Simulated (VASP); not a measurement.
# Ag (Fm-3m) in VASP: further runs

Ag is run at these levels: LDA; tasks: electric field gradients.

Everything below comes from runs of VASP 6.6.1. Logs are shortened: lines on timing, memory, paths and dates and some standing lists are left out, and cuts for length are marked.

**1. The cell of the first run**

The structure is cubic, space group Fm-3m (No. 225). Conventional cell: a = 4.031 Å, b = 4.031 Å, c = 4.031 Å, α = 90.00°, β = 90.00°, γ = 90.00°. Ag (site symmetry m-3m) has 12 Ag at 2.85 Å within 3.8 Å.

**2. Electric field gradients, LDA (volume scaled by 0.96)**

INCAR

```
PREC     = Accurate       # precision mode
ENCUT    = 520            # plane-wave cutoff, eV
EDIFF    = 1E-8           # SCF threshold, eV
ISMEAR   = -1             # smearing method
SIGMA    = 0.05           # smearing width, eV
LREAL    = False          # projectors in reciprocal space
LASPH    = True           # aspherical terms in the spheres
NELM     = 60             # most SCF steps
ALGO     = Normal         # electronic algorithm
ISIF     = 2              # what is computed and relaxed
LWAVE    = False          # write WAVECAR
LCHARG   = False          # write CHGCAR
GGA      = CA             # functional
LEFG     = True         
NBANDS   = 12             # bands
```

KPOINTS

```
regular mesh
0
Gamma
  15 15 15
```

POSCAR

```
Ag
1.0
    0.0000000000      2.0154871556      2.0154871556
    2.0154871556      0.0000000000      2.0154871556
    2.0154871556      2.0154871556      0.0000000000
Ag
1
Direct
    0.0000000000      0.0000000000      0.0000000000
```

Potentials or basis: VASP PAW LDA potentials, release 64 (Ag).

On the command line:

```sh
$ cat potpaw_LDA.64/Ag/POTCAR > POTCAR
$ mpirun -np 1 vasp_std > vasp.out
```

OUTCAR:

```text
PREC = Accurate
   ENCUT = 520
   EDIFF = 1E-8
   ISMEAR = -1
   LREAL = False
   LASPH = True
   NELM = 60
   ISIF = 2
   GGA = CA

 ion  position               nearest neighbor table
   1  0.000  0.000  0.000-

  LATTYP: Found a face centered cubic cell.
 ALAT       =     4.0309743112

  Lattice vectors:

 A1 = (   0.0000000000,   2.0154871556,   2.0154871556)
 A2 = (   2.0154871556,   0.0000000000,   2.0154871556)
 A3 = (   2.0154871556,   2.0154871556,   0.0000000000)

Analysis of symmetry for initial positions (statically):
=====================================================================
 Subroutine PRICEL returns:
 Original cell was already a primitive cell.

 Routine SETGRP: Setting up the symmetry group for a
 face centered cubic supercell.

 Subroutine GETGRP returns: Found 48 space group operations
[... 9 lines left out ...]

 Routine SETGRP: Setting up the symmetry group for a
 face centered cubic supercell.

 Subroutine GETGRP returns: Found 48 space group operations
[... 11 lines left out ...]
                                     Primitive cell

  volume of cell :      16.3746

  direct lattice vectors                    reciprocal lattice vectors
     0.000000000  2.015487156  2.015487156    -0.248078981  0.248078981  0.248078981
     2.015487156  0.000000000  2.015487156     0.248078981 -0.248078981  0.248078981
     2.015487156  2.015487156  0.000000000     0.248078981  0.248078981 -0.248078981

  length of vectors
     2.850329270  2.850329270  2.850329270     0.429685400  0.429685400  0.429685400

  position of ions in fractional coordinates (direct lattice)
     0.000000000  0.000000000  0.000000000

  ion indices of the primitive-cell ions
   primitive index   ion index
                 1           1

----------------------------------------------------------------------------------------

 KPOINTS: regular mesh

Automatic generation of k-mesh.
 Grid dimensions read from file:
 generate k-points for:   15   15   15

 Generating k-lattice:

  Cartesian coordinates                     Fractional coordinates (reciprocal lattice)
    -0.016538599  0.016538599  0.016538599     0.066666667  0.000000000  0.000000000
     0.016538599 -0.016538599  0.016538599     0.000000000  0.066666667  0.000000000
     0.016538599  0.016538599 -0.016538599     0.000000000  0.000000000  0.066666667

  Length of vectors
     0.028645693  0.028645693  0.028645693

  Shift w.r.t. Gamma in fractional coordinates (k-lattice)
     0.000000000  0.000000000  0.000000000

 Subroutine IBZKPT returns following result:
 ===========================================

 Found    120 irreducible k-points:

 Following reciprocal coordinates:
            Coordinates               Weight
  0.000000  0.000000  0.000000      1.000000
  0.066667  0.000000  0.000000      8.000000
  0.133333  0.000000  0.000000      8.000000
  0.200000  0.000000  0.000000      8.000000
  0.266667  0.000000  0.000000      8.000000
  0.333333  0.000000  0.000000      8.000000
[... 16 lines left out ...]
  0.133333  0.133333  0.000000      6.000000
  0.200000  0.133333  0.000000     24.000000
 [... further k-points ...]
   k-points           NKPTS =    120   k-points in BZ     NKDIM =    120   number of bands    NBANDS=     12
   number of dos      NEDOS =    301   number of ions     NIONS =      1
   total plane-waves  NPLWV =  13824
   dimension x,y,z NGX =    24 NGY =   24 NGZ =   24
   dimension x,y,z NGXF=    48 NGYF=   48 NGZF=   48
   ions per type =               1
   NGX,Y,Z   is equivalent  to a cutoff of  14.00, 14.00, 14.00 a.u.
   NGXF,Y,Z  is equivalent  to a cutoff of  28.00, 28.00, 28.00 a.u.
 SYSTEM =  unknown system
   PREC   = accura    normal or accurate (medium, high low for compatibility)
   ISTART =      0    job   : 0-new  1-cont  2-samecut
   ICHARG =      2    charge: 1-file 2-atom 10-const
   ISPIN  =      1    spin polarized calculation?
   LNONCOLLINEAR =      F non collinear calculations
   LSORBIT =      F    spin-orbit coupling
   LASPH  =      T    aspherical Exc in radial PAW
   ENCUT  =  520.0 eV  38.22 Ry    6.18 a.u.   5.30  5.30  5.30*2*pi/ulx,y,z
   NELM   =     60;   NELMIN=  2; NELMDL= -5     # of ELM steps
   EDIFF  = 0.1E-07   stopping-criterion for ELM
   LREAL  =      F    real-space projection
   EDIFFG = 0.1E-06   stopping-criterion for IOM
   NSW    =      0    number of steps for IOM
   IBRION =     -1    ionic relax: 0-MD 1-quasi-New 2-CG
   NFREE  =      0    steps in history (QN), initial steepest desc. (CG)
   ISIF   =      2    stress and relaxation
   ISYM   =      2    0-nonsym 1-usesym 2-fastsym
   POTIM  = 0.5000    time-step for ionic-motion
   TEBEG  =    0.0;   TEEND  =   0.0 temperature during run
   PSTRESS=    0.0 pullay stress
   NELECT =      11.0000    total number of electrons
   NUPDOWN=      -1.0000    fix difference up-down
   EMIN   =  10.00;   EMAX   =-10.00  energy-range for DOS
   EFERMI =   0.00;   METHOD = LEGACY
   ISMEAR =    -1;   SIGMA  =   0.05  broadening in eV -4-tet -1-fermi 0-gaus
   EFERMI_NEDOS =   21; number of points for ismear=-14 and -15
   IALGO  =     38    algorithm
   IMIX   =      4    mixing-type and parameters
     AMIX     =   0.40;   BMIX     =  1.00
     AMIX_MAG =   1.60;   BMIX_MAG =  1.00
  volume/ion in A,a.u.               =      16.37       110.50
  Fermi-wavevector in a.u.,A,eV,Ry     =   1.433779  2.709450 27.969817  2.055724
  Thomas-Fermi vector in A             =   2.553260
   LORBIT       =      0    0 simple, 1 ext, 2 COOP (PROOUT), +10 PAW based schemes
   GGA     = CA    functional components
   LHFCALC =     F    Hartree Fock is set to
   AEXX    =    0.0000 exact exchange contribution
   IVDW    =     0    specifies the selected vdW correction
   LEPSILON=     F    determine dielectric tensor
   LRPA    =     F    only Hartree local field effects (RPA)
 non-spin polarized calculation
  energy-cutoff  :      520.00
  volume of cell :       16.37
 maximum number of plane-waves:       459
 NGX is ok and might be reduce to    24
   NGX = 11   NGY = 11   NGZ = 11

 number of electron      11.0000002 magnetization

 Free energy of the ion-electron system (eV)
  ---------------------------------------------------
  ext. energy  EPLUGINS =         0.00000000
  ---------------------------------------------------
  free energy    TOTEN  =        -3.77777344 eV

  energy without entropy =       -3.77445899  energy(sigma->0) =       -3.77611621

 E-fermi :   8.8858     XC(G=0): -12.8236

 val. band max:        8.8811316235   @ k =  -0.2667   0.2667   0.0000
 cond. band min:       8.8919328066   @ k =  -0.4000   0.1333   0.0000
 fundamental gap:      0.0108011830
 Fermi energy:         8.8857589964

 k-point     1 :       0.0000    0.0000    0.0000
  band No.  band energies     occupation
      1       0.5981      2.00000
      2       3.7991      2.00000
      3       3.7991      2.00000
      4       3.7991      2.00000
      5       4.9310      2.00000
      6       4.9310      2.00000
      7      24.8287      0.00000
      8      28.5736      0.00000
      9      28.5736      0.00000
     10      28.5736      0.00000
     11      33.6952      0.00000
     12      34.9513      0.00000

 k-point     2 :       0.0667    0.0000    0.0000
  band No.  band energies     occupation
      1       0.7416      2.00000
      2       3.7639      2.00000
      3       3.8405      2.00000
      4       3.8405      2.00000
      5       4.9148      2.00000
      6       4.9148      2.00000
      7      24.8750      0.00000
      8      27.4603      0.00000
      9      28.6523      0.00000
     10      28.6523      0.00000
     11      33.6988      0.00000
     12      34.7305      0.00000

 k-point     3 :       0.1333    0.0000    0.0000
  band No.  band energies     occupation
      1       1.1481      2.00000
      2       3.6928      2.00000
      3       3.9401      2.00000
      4       3.9401      2.00000
      5       4.8912      2.00000
      6       4.8912      2.00000
      7      24.3270      0.00000
      8      25.9627      0.00000
      9      28.8360      0.00000
     10      28.8360      0.00000
     11      32.5267      0.00000
     12      34.0145      0.00000
[... 286 lines left out ...]
 k-point    23 :       0.1333    0.1333    0.0000
  band No.  band energies     occupation
      1       1.3343      2.00000
      2       3.5001      2.00000
      3       4.0856      2.00000
      4       4.0856      2.00000
      5       4.6559      2.00000
      6       5.0618      2.00000
      7      25.1808      0.00000
      8      26.7396      0.00000
      9      26.9051      0.00000
     10      26.9051      0.00000
     11      33.2165      0.00000
     12      34.3728      0.00000

 k-point    24 :       0.2000    0.1333    0.0000
  band No.  band energies     occupation
      1       1.7742      2.00000
      2       3.3699      2.00000
      3       4.1867      2.00000
      4       4.2232      2.00000
      5       4.6506      2.00000
      6       5.1370      2.00000
      7      24.1343      0.00000
      8      25.6447      0.00000
      9      26.1642      0.00000
     10      27.6126      0.00000
     11      31.5005      0.00000
     12      34.4472      0.00000

 [... further k-points ...]
[... 5 lines left out ...]
  --------------------------------------------------------------------------------------
  -------------------------------------------------------------------------------------
  Total       -0.2963278     -0.2963278     -0.2963278      0.0000000      0.0000000     -0.0000000
  in kB      -28.9943183    -28.9943183    -28.9943183      0.0000000      0.0000000     -0.0000000
  external PRESSURE =     -28.9943183 kB  Pullay stress =       0.0000000 kB

 VOLUME and BASIS-vectors are now :
 -----------------------------------------------------------------------------
  energy-cutoff  :      520.00
  volume of cell :       16.37
      direct lattice vectors                 reciprocal lattice vectors
     0.000000000  2.015487156  2.015487156    -0.248078981  0.248078981  0.248078981
     2.015487156  0.000000000  2.015487156     0.248078981 -0.248078981  0.248078981
     2.015487156  2.015487156  0.000000000     0.248078981  0.248078981 -0.248078981

 POSITION                                       TOTAL-FORCE (eV/Angst)
 -----------------------------------------------------------------------------------
      0.00000      0.00000      0.00000         0.000000      0.000000     -0.000000
 -----------------------------------------------------------------------------------
    total drift:                               -0.000000      0.000000      0.000000

  FREE ENERGIE OF THE ION-ELECTRON SYSTEM (eV)
  ---------------------------------------------------
  free  energy   TOTEN  =        -3.7777734384 eV

  energy  without entropy=       -3.7744589856  energy(sigma->0) =       -3.77611621

 Electric field gradients (V/A^2)
---------------------------------------------------------------------
 ion       V_xx      V_yy      V_zz      V_xy      V_xz      V_yz
---------------------------------------------------------------------
   1      -0.000    -0.000     0.000     0.000     0.000     0.000
---------------------------------------------------------------------

 Electric field gradients after diagonalization (V/A^2)
 (convention: |V_zz| > |V_xx| > |V_yy|)
----------------------------------------------------------------------
 ion       V_xx      V_yy      V_zz     asymmetry (V_yy - V_xx)/ V_zz
----------------------------------------------------------------------
   1      -0.000    -0.000     0.001       0.000
----------------------------------------------------------------------

           NMR quadrupolar parameters

 Cq : quadrupolar parameter    Cq=e*Q*V_zz/h
 eta: asymmetry parameters     (V_yy - V_xx)/ V_zz
 Q  : nuclear electric quadrupole moment in mb (millibarn)
----------------------------------------------------------------------
 ion       Cq(MHz)       eta       Q (mb)
----------------------------------------------------------------------
   1       0.000       0.000       1.000
----------------------------------------------------------------------
```

Wall time 30 s (1 thread of AMD EPYC 7R13 (Zen 3), shared host); peak memory 0.11 GiB.

What came out:

```
Free energy : -3.7778 eV
Pressure    : -2.9 GPa
```

Levels at points of the mesh, in eV from the Fermi level:
```csv
k point,band 3,band 4,band 5,band 6,band 7,band 8,band 9,band 10
"(0.00, 0.00, 0.00)",-5.09,-5.09,-3.95,-3.95,15.94,19.69,19.69,19.69
```

Caveat: without QUAD_EFG the Cq values of the log hold for a quadrupole moment of 1 mb, not for the nuclei.

(Continued in part 2 of 2.)
